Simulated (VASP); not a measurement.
A run of VASP 6.6.1 is set up as follows.

The input INCAR:

```
SYSTEM = H2ClF
PREC     = Accurate       ! precision mode
ENCUT    = 520            ! plane-wave cutoff, eV
EDIFF    = 1E-6           ! SCF threshold, eV
ISMEAR   = -1             ! smearing method
SIGMA    = 0.05           ! smearing width, eV
LREAL    = Auto         
LASPH    = .True.         ! aspherical terms in the spheres
NELM     = 100            ! most SCF steps
ALGO     = Normal         ! electronic algorithm
ISIF     = 2              ! what is computed and relaxed
LWAVE    = .False.        ! write WAVECAR
LCHARG   = .False.        ! write CHGCAR
GGA      = PE             ! functional
NBANDS   = 66             ! bands
```

File KPOINTS:

```
Automatic mesh
0
Gamma
  1 1 1
  0 0 0
```

Contents of POSCAR:

```
H2ClF
1.0
    8.2474740000      0.0000000000      0.0000000000
    0.0000000000      8.2474740000      0.0000000000
    0.0000000000      0.0000000000      8.2474740000
Cl H F
6 12 6
Direct
    0.1017523668      0.4130476798      0.6829363754
    0.7145460537      0.0601881255      0.6906963271
    0.3008800028      0.1252747205      0.2677425840
    0.7506177043      0.8295630880      0.0234132293
    0.3435233624      0.8505270826      0.6909024509
    0.5115505669      0.3227412417      0.9231311308
    0.0076387025      0.4714413165      0.5517204419
    0.6084529639     -0.0676692039      0.6755401715
    0.2333684229      0.2884883299      0.2610011259
    0.6926848148      0.8649678677     -0.1220252407
    0.2064874651      0.9543406866      0.7103629548
    0.4179461493      0.1946535388      0.9265503595
   -0.0230009819      0.3490644529     -0.1468449613
    0.8872292292      0.9201605243      0.2352720360
    0.3867123437      0.5291559573      0.2320104313
    1.0794456581      1.0884302272      0.9454652418
    0.6481499669      0.6388380248      0.1174056444
    0.8165409191      0.7038518703      0.4958366647
   -0.0293665673      0.2814922484     -0.0405336228
    0.9350499317      0.8572685406      0.3188976407
    0.2946720414      0.5067854715      0.3019227463
    1.1414888971      1.0249077475      0.8851922419
    0.6091440846      0.5562187889      0.2019284935
    0.8401481472      0.6476164702      0.5916720683
```

Potentials or basis: VASP PAW PBE potentials, release 64 (Cl, H, F).

Run with:

```bash
$ cat potpaw_PBE.64/Cl/POTCAR potpaw_PBE.64/H/POTCAR potpaw_PBE.64/F/POTCAR > POTCAR
$ mpirun -np 1 vasp_gam > vasp.out
```

(1) Predict the band gap on the k mesh.

(2) Predict the pressure.

(3) Estimate the largest force.

Answers

(1) 4.47 eV.

(2) -1.0 GPa.

(3) 4.717 eV/Å.

Caveat: the k points lie up to 0.76 Å⁻¹ apart.
